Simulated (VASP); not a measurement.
**Cs: single point with LDA**

Cs:

```
Cs
1.0
     3.79027    0.00000    0.00000
    -1.89513    3.28247    0.00000
     0.00000    0.00000   12.07388
Cs
4
Direct
  0.00000 0.00000 0.00000
  0.00000 0.00000 0.50000
  0.33333 0.66667 0.25000
  0.66667 0.33333 0.75000
```

This isn't the form of Cs at room conditions, which is bcc.

* Program: VASP 6.6.1
* Task: single point
* Functional: LDA
* Potentials or basis: VASP PAW LDA potentials, release 64 (Cs_sv)
* Cutoff: 500 eV
* k mesh: 10 × 10 × 3
* Occupations: fermi-dirac, width 0.05 eV
* Spin: no spin polarisation

| Quantity | Value |
| --- | --- |
| Pressure | 5.1 GPa |
| Band gap on the k mesh | zero (bands 18 and 19 overlap by 0.89 eV) |

Levels at points of the mesh, in eV from the Fermi level:
| k point | band 14 | band 15 | band 16 | band 17 | band 18 | band 19 | band 20 | band 21 | band 22 | band 23 |
| --- | --- | --- | --- | --- | --- | --- | --- | --- | --- | --- |
| (0.00, 0.00, 0.00) | -9.46 | -9.46 | -9.36 | -1.60 | -0.70 | -0.31 | -0.26 | 2.49 | 2.49 | 2.62 |
| (0.50, 0.00, 0.00) | -10.14 | -9.87 | -9.78 | -1.23 | -1.08 | -0.56 | -0.06 | 0.53 | 1.11 | 1.23 |

Run time: 44 s on 1 thread of AMD EPYC 9R45 96-Core Processor (Zen 5), on a shared host, peak memory 0.2 GiB.

Caveat: the cell stands under pressure; spin-orbit coupling is left out, which moves the levels of the heavy elements.
